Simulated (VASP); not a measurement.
# Cr (Fm-3m) in VASP: notebook

The runs below take Cr through single point, with PBE.

Everything below comes from runs of VASP 6.6.1. Logs are shortened: lines on timing, memory, paths and dates and some standing lists are left out, and cuts for length are marked.

## (1) The cell of the first run

The structure is cubic, space group Fm-3m (No. 225). Conventional cell: a = 3.606 Å, b = 3.606 Å, c = 3.606 Å, α = 90.00°, β = 90.00°, γ = 90.00°. Cr (site symmetry m-3m) has 12 Cr at 2.55 Å within 3.4 Å.

This isn't the form of Cr at room conditions, which is bcc.

## (2) Single point, PBE, collinear spin, ferromagnetic start (11.72 Å³/atom)

INCAR reads:

```
  PREC = Accurate
  ENCUT = 520
  EDIFF = 1E-6
  ISMEAR = -1
  SIGMA = 0.03
  LREAL = F
  LASPH = T
  NELM = 150
  ALGO = Normal
  ISIF = 2
  LWAVE = F
  LCHARG = T
  ISPIN = 2
  MAGMOM = 3
  LORBIT = 11
  LMAXMIX = 4
  GGA = PE
  LELF = T
  LVHAR = T
  NBANDS = 16
```

KPOINTS reads:

```
Automatic mesh
0
Gamma
  19 19 19
```

POSCAR reads:

```
Cr
1.0
    0.0000000000      1.8027579647      1.8027579647
    1.8027579647      0.0000000000      1.8027579647
    1.8027579647      1.8027579647      0.0000000000
Cr
1
Direct
    0.0000000000      0.0000000000      0.0000000000
```

Potentials or basis: VASP PAW PBE potentials, release 64 (Cr_pv).

Run with:

```console
> cat potpaw_PBE.64/Cr_pv/POTCAR > POTCAR
> mpirun -np 1 vasp_std > vasp.out
```

OUTCAR:

```text
PREC = Accurate
   ENCUT = 520
   EDIFF = 1E-6
   ISMEAR = -1
   LREAL = F
   LASPH = T
   NELM = 150
   ISIF = 2
   ISPIN = 2
   LORBIT = 11
   GGA = PE

 ion  position               nearest neighbor table
   1  0.000  0.000  0.000-

  LATTYP: Found a face centered cubic cell.
 ALAT       =     3.6055159294

  Lattice vectors:

 A1 = (   0.0000000000,   1.8027579647,   1.8027579647)
 A2 = (   1.8027579647,   0.0000000000,   1.8027579647)
 A3 = (   1.8027579647,   1.8027579647,   0.0000000000)

Analysis of symmetry for initial positions (statically):
=====================================================================
 Subroutine PRICEL returns:
 Original cell was already a primitive cell.

 Routine SETGRP: Setting up the symmetry group for a
 face centered cubic supercell.

 Subroutine GETGRP returns: Found 48 space group operations
 (whereof 48 operations were pure point group operations)
 out of a pool of 48 trial point group operations.

The static configuration has the point symmetry O_h .

Analysis of symmetry for dynamics (positions and initial velocities):
=====================================================================
 Subroutine PRICEL returns:
 Original cell was already a primitive cell.

 Routine SETGRP: Setting up the symmetry group for a
 face centered cubic supercell.

 Subroutine GETGRP returns: Found 48 space group operations
 (whereof 48 operations were pure point group operations)
 out of a pool of 48 trial point group operations.

The dynamic configuration has the point symmetry O_h .

Analysis of structural, dynamic, and magnetic symmetry:
=====================================================================
 Subroutine PRICEL returns:
 Original cell was already a primitive cell.

 Routine SETGRP: Setting up the symmetry group for a
 face centered cubic supercell.

 Subroutine GETGRP returns: Found 48 space group operations
 (whereof 48 operations were pure point group operations)
 out of a pool of 48 trial point group operations.

The overall configuration has the point symmetry O_h .

 Subroutine INISYM returns: Found 48 space group operations
 (whereof 48 operations are pure point group operations),
 and found     1 'primitive' translations

----------------------------------------------------------------------------------------

                                     Primitive cell

  volume of cell :      11.7177

  direct lattice vectors                    reciprocal lattice vectors
     0.000000000  1.802757965  1.802757965    -0.277352817  0.277352817  0.277352817
     1.802757965  0.000000000  1.802757965     0.277352817 -0.277352817  0.277352817
     1.802757965  1.802757965  0.000000000     0.277352817  0.277352817 -0.277352817

  length of vectors
     2.549484763  2.549484763  2.549484763     0.480389171  0.480389171  0.480389171

  position of ions in fractional coordinates (direct lattice)
     0.000000000  0.000000000  0.000000000

  ion indices of the primitive-cell ions
   primitive index   ion index
                 1           1

----------------------------------------------------------------------------------------

 KPOINTS: Automatic mesh

Automatic generation of k-mesh.
 Grid dimensions read from file:
 generate k-points for:   19   19   19

 Generating k-lattice:

  Cartesian coordinates                     Fractional coordinates (reciprocal lattice)
    -0.014597517  0.014597517  0.014597517     0.052631579  0.000000000  0.000000000
     0.014597517 -0.014597517  0.014597517     0.000000000  0.052631579  0.000000000
     0.014597517  0.014597517 -0.014597517     0.000000000  0.000000000  0.052631579

  Length of vectors
     0.025283641  0.025283641  0.025283641

  Shift w.r.t. Gamma in fractional coordinates (k-lattice)
     0.000000000  0.000000000  0.000000000

 Subroutine IBZKPT returns following result:
 ===========================================

 Found    220 irreducible k-points:

 Following reciprocal coordinates:
            Coordinates               Weight
  0.000000  0.000000  0.000000      1.000000
  0.052632  0.000000  0.000000      8.000000
  0.105263  0.000000  0.000000      8.000000
  0.157895  0.000000  0.000000      8.000000
  0.210526  0.000000  0.000000      8.000000
  0.263158  0.000000  0.000000      8.000000
[... 16 lines left out ...]
 -0.315789  0.052632  0.000000     24.000000
 -0.263158  0.052632  0.000000     24.000000
 [... further k-points ...]
   k-points           NKPTS =    220   k-points in BZ     NKDIM =    220   number of bands    NBANDS=     16
   number of dos      NEDOS =    301   number of ions     NIONS =      1
   total plane-waves  NPLWV =   8000
   dimension x,y,z NGX =    20 NGY =   20 NGZ =   20
   dimension x,y,z NGXF=    40 NGYF=   40 NGZF=   40
   ions per type =               1
   NGX,Y,Z   is equivalent  to a cutoff of  13.04, 13.04, 13.04 a.u.
   NGXF,Y,Z  is equivalent  to a cutoff of  26.08, 26.08, 26.08 a.u.
 SYSTEM =  unknown system
   PREC   = accura    normal or accurate (medium, high low for compatibility)
   ISTART =      0    job   : 0-new  1-cont  2-samecut
   ICHARG =      2    charge: 1-file 2-atom 10-const
   ISPIN  =      2    spin polarized calculation?
   LNONCOLLINEAR =      F non collinear calculations
   LSORBIT =      F    spin-orbit coupling
   LASPH  =      T    aspherical Exc in radial PAW
   ENCUT  =  520.0 eV  38.22 Ry    6.18 a.u.   4.74  4.74  4.74*2*pi/ulx,y,z
   NELM   =    150;   NELMIN=  2; NELMDL= -5     # of ELM steps
   EDIFF  = 0.1E-05   stopping-criterion for ELM
   LREAL  =      F    real-space projection
[... 7 lines left out ...]
   TEBEG  =    0.0;   TEEND  =   0.0 temperature during run
   PSTRESS=    0.0 pullay stress
   NELECT =      12.0000    total number of electrons
   NUPDOWN=      -1.0000    fix difference up-down
   EMIN   =  10.00;   EMAX   =-10.00  energy-range for DOS
   EFERMI =   0.00;   METHOD = LEGACY
   ISMEAR =    -1;   SIGMA  =   0.03  broadening in eV -4-tet -1-fermi 0-gaus
   EFERMI_NEDOS =   21; number of points for ismear=-14 and -15
   IALGO  =     38    algorithm
   IMIX   =      4    mixing-type and parameters
     AMIX     =   0.40;   BMIX     =  1.00
     AMIX_MAG =   1.60;   BMIX_MAG =  1.00
  volume/ion in A,a.u.               =      11.72        79.07
  Fermi-wavevector in a.u.,A,eV,Ry     =   1.650141  3.118315 37.048210  2.722967
  Thomas-Fermi vector in A             =   2.739142
   LORBIT       =     11    0 simple, 1 ext, 2 COOP (PROOUT), +10 PAW based schemes
   GGA     = PE    functional components
   LHFCALC =     F    Hartree Fock is set to
   AEXX    =    0.0000 exact exchange contribution
   IVDW    =     0    specifies the selected vdW correction
   LEPSILON=     F    determine dielectric tensor
   LRPA    =     F    only Hartree local field effects (RPA)
 spin polarized calculation
  energy-cutoff  :      520.00
  volume of cell :       11.72
 maximum number of plane-waves:       331
   NGX =  9   NGY =  9   NGZ =  9

 number of electron      12.0000010 magnetization       0.0006687

 Free energy of the ion-electron system (eV)
  ---------------------------------------------------
  ext. energy  EPLUGINS =         0.00000000
  ---------------------------------------------------
  free energy    TOTEN  =        -9.12424872 eV

  energy without entropy =       -9.11882676  energy(sigma->0) =       -9.12153774

 E-fermi :  10.5075     XC(G=0): -13.5755

 val. band max:       10.5060862369   @ k =  -0.3684   0.1579   0.0000
 cond. band min:      10.5092094734   @ k =  -0.2632   0.1053   0.0000
 fundamental gap:      0.0031232364
 Fermi energy:        10.5074508834

 spin component 1

 k-point     1 :       0.0000    0.0000    0.0000
  band No.  band energies     occupation
      1     -31.8254      1.00000
      2     -31.8254      1.00000
      3     -31.8254      1.00000
      4       2.9723      1.00000
      5      10.0815      1.00000
      6      10.0815      1.00000
[... 8 lines left out ...]
     15      41.0960      0.00000
     16      41.8474      0.00000

 k-point     2 :       0.0526    0.0000    0.0000
  band No.  band energies     occupation
      1     -31.8501      1.00000
      2     -31.8285      1.00000
      3     -31.8285      1.00000
      4       3.0864      1.00000
      5      10.0263      1.00000
      6      10.1200      1.00000
[... 8 lines left out ...]
     15      41.3197      0.00000
     16      41.8408      0.00000
[... 387 lines left out ...]
      5       9.6278      1.00000
      6      10.1555      0.99999
[... 8 lines left out ...]
     15      38.4142      0.00000
     16      39.4150      0.00000

 k-point    24 :      -0.2632    0.0526    0.0000
  band No.  band energies     occupation
      1     -32.3571      1.00000
      2     -31.9201      1.00000
      3     -31.8843      1.00000
      4       5.6524      1.00000
      5       9.3703      1.00000
      6      10.2902      0.99929
[... 8 lines left out ...]
     15      39.1073      0.00000
     16      39.1540      0.00000

 [... further k-points ...]

 spin component 2

 k-point     1 :       0.0000    0.0000    0.0000
  band No.  band energies     occupation
      1     -31.8247      1.00000
      2     -31.8247      1.00000
      3     -31.8247      1.00000
      4       2.9725      1.00000
      5      10.0821      1.00000
      6      10.0821      1.00000
[... 8 lines left out ...]
     15      41.0962      0.00000
     16      41.8477      0.00000

 k-point     2 :       0.0526    0.0000    0.0000
  band No.  band energies     occupation
      1     -31.8495      1.00000
      2     -31.8278      1.00000
      3     -31.8278      1.00000
      4       3.0866      1.00000
      5      10.0269      1.00000
      6      10.1206      1.00000
[... 8 lines left out ...]
     15      41.3199      0.00000
     16      41.8411      0.00000
[... 387 lines left out ...]
      5       9.6282      1.00000
      6      10.1561      0.99999
[... 8 lines left out ...]
     15      38.4144      0.00000
     16      39.4152      0.00000

 k-point    24 :      -0.2632    0.0526    0.0000
  band No.  band energies     occupation
      1     -32.3564      1.00000
      2     -31.9194      1.00000
      3     -31.8837      1.00000
      4       5.6527      1.00000
      5       9.3708      1.00000
      6      10.2907      0.99927
[... 8 lines left out ...]
     15      39.1075      0.00000
     16      39.1542      0.00000

 [... further k-points ...]
[... 5 lines left out ...]
  --------------------------------------------------------------------------------------
  -------------------------------------------------------------------------------------
  Total        0.2092744      0.2092744      0.2092744     -0.0000000      0.0000000      0.0000000
  in kB       28.6143889     28.6143889     28.6143889     -0.0000000      0.0000000      0.0000000
  external PRESSURE =      28.6143889 kB  Pullay stress =       0.0000000 kB

 VOLUME and BASIS-vectors are now :
 -----------------------------------------------------------------------------
  energy-cutoff  :      520.00
  volume of cell :       11.72
      direct lattice vectors                 reciprocal lattice vectors
     0.000000000  1.802757965  1.802757965    -0.277352817  0.277352817  0.277352817
     1.802757965  0.000000000  1.802757965     0.277352817 -0.277352817  0.277352817
     1.802757965  1.802757965  0.000000000     0.277352817  0.277352817 -0.277352817

 POSITION                                       TOTAL-FORCE (eV/Angst)
 -----------------------------------------------------------------------------------
      0.00000      0.00000      0.00000         0.000000     -0.000000     -0.000000
 -----------------------------------------------------------------------------------
    total drift:                                0.000000      0.000000      0.000000

  FREE ENERGIE OF THE ION-ELECTRON SYSTEM (eV)
  ---------------------------------------------------
  free  energy   TOTEN  =        -9.1242487223 eV

  energy  without entropy=       -9.1188267626  energy(sigma->0) =       -9.12153774

 total charge

# of ion       s       p       d       tot
------------------------------------------
    1        0.446   6.381   4.214  11.041

 magnetization (x)

# of ion       s       p       d       tot
------------------------------------------
    1       -0.000   0.000   0.000   0.000
```

Run time: 69 s. Hardware: 1 thread of Intel Xeon Platinum 8259CL at 2.50GHz (Skylake/Cascade Lake), shared host; peak memory 0.17 GiB.

What came out:

* Free energy: -9.1242 eV
* Pressure: 2.9 GPa
* Band gap on the k mesh: zero (filled and empty bands overlap)
* Net moment: 0.00 μB per cell
* Valence electrons inside the program's atomic spheres: Cr 11.04

Caveat: the moments typed at the start vanished in this run.

## (3) Single point, PBE, collinear spin, ferromagnetic start (12.09 Å³/atom)

This run uses another cell than the first one, of 12.09 Å³/atom.

INCAR reads:

```
SYSTEM = Cr
  ALGO = Normal
  EDIFF = 1E-6
  ENCUT = 520
  GGA = PE
  ISIF = 2
  ISMEAR = -1
  ISPIN = 2
  LASPH = .TRUE.
  LCHARG = .FALSE.
  LMAXMIX = 4
  LORBIT = 11
  LREAL = .FALSE.
  LWAVE = .FALSE.
  MAGMOM = 3
  NBANDS = 16
  NELM = 150
  PREC = Accurate
  SIGMA = 0.03
```

KPOINTS reads:

```
k-points
0
G
  19 19 19
  0 0 0
```

POSCAR reads:

```
Cr
1.0
    0.0000000000      1.8214128706      1.8214128706
    1.8214128706      0.0000000000      1.8214128706
    1.8214128706      1.8214128706      0.0000000000
Cr
1
Direct
    0.0000000000      0.0000000000      0.0000000000
```

Potentials or basis: VASP PAW PBE potentials, release 64 (Cr_pv).

Run with:

```console
> cat potpaw_PBE.64/Cr_pv/POTCAR > POTCAR
> mpirun -np 1 vasp_std > vasp.out
```

Run time: 71 s. Hardware: 1 thread of Intel Xeon Platinum 8259CL at 2.50GHz (Skylake/Cascade Lake), shared host; peak memory 0.18 GiB.

Results (log left out):

```yaml
Free_energy: -9.1224 eV
Pressure: -4.4 GPa
Band_gap_on_the_k_mesh: zero (filled and empty bands overlap)
Net_moment: 0.00 μB per cell
Valence_electrons_inside_the_program's_atomic_spheres: Cr 10.98
```

Levels at points of the mesh, in eV from the Fermi level:
Spin up:
| k point | band 3 | band 4 | band 5 | band 6 | band 7 | band 8 | band 9 | band 10 |
| --- | --- | --- | --- | --- | --- | --- | --- | --- |
| (0.00, 0.00, 0.00) | -42.39 | -7.43 | -0.40 | -0.40 | -0.40 | 1.31 | 1.31 | 7.51 |
Spin down:
```csv
k point,band 2,band 3,band 4,band 5,band 6,band 7,band 8,band 9,band 10,band 11
"(0.00, 0.00, 0.00)",-42.39,-42.39,-7.43,-0.40,-0.40,-0.40,1.31,1.31,7.51,19.70
```

Caveat: the cell stands under tension; the moments typed at the start vanished in this run.

## (4) Single point, PBE, collinear spin, ferromagnetic start

This run uses another cell than the first one, of 12.46 Å³/atom.

INCAR reads:

```
  ALGO = Normal
  EDIFF = 1E-6
  ENCUT = 520
  GGA = PE
  ISIF = 2
  ISMEAR = -1
  ISPIN = 2
  LASPH = T
  LCHARG = F
  LMAXMIX = 4
  LORBIT = 11
  LREAL = F
  LWAVE = F
  MAGMOM = 3
  NBANDS = 16
  NELM = 150
  PREC = Accurate
  SIGMA = 0.03
```

KPOINTS reads:

```
k-points
0
Gamma
  19 19 19
```

POSCAR reads:

```
Cr
1.0
    0.0000000000      1.8400000000      1.8400000000
    1.8400000000      0.0000000000      1.8400000000
    1.8400000000      1.8400000000      0.0000000000
Cr
1
Direct
    0.0000000000      0.0000000000      0.0000000000
```

Run with:

```console
> cat potpaw_PBE.64/Cr_pv/POTCAR > POTCAR
> mpirun -np 1 vasp_std > vasp.out
```

Run time: 75 s. Hardware: 1 thread of Intel Xeon Platinum 8259CL at 2.50GHz (Skylake/Cascade Lake), shared host; peak memory 0.18 GiB.

It converged, with:

```yaml
Free_energy: -9.1048 eV
Pressure: -10.7 GPa
Band_gap_on_the_k_mesh: zero (filled and empty bands overlap)
Net_moment: 0.00 μB per cell
Valence_electrons_inside_the_program's_atomic_spheres: Cr 10.92
```

Levels at points of the mesh, in eV from the Fermi level:
Spin up:
```tsv
k point	band 2	band 3	band 4	band 5	band 6	band 7	band 8	band 9	band 10	band 11
(0.00, 0.00, 0.00)	-42.44	-42.44	-7.33	-0.38	-0.38	-0.38	1.26	1.26	7.48	19.50
```
Spin down:
```
           k point  band 4  band 5  band 6  band 7  band 8  band 9
(0.00, 0.00, 0.00)   -7.33   -0.38   -0.38   -0.38    1.26    1.26
```

Caveat: the cell stands under tension; the moments typed at the start vanished in this run.
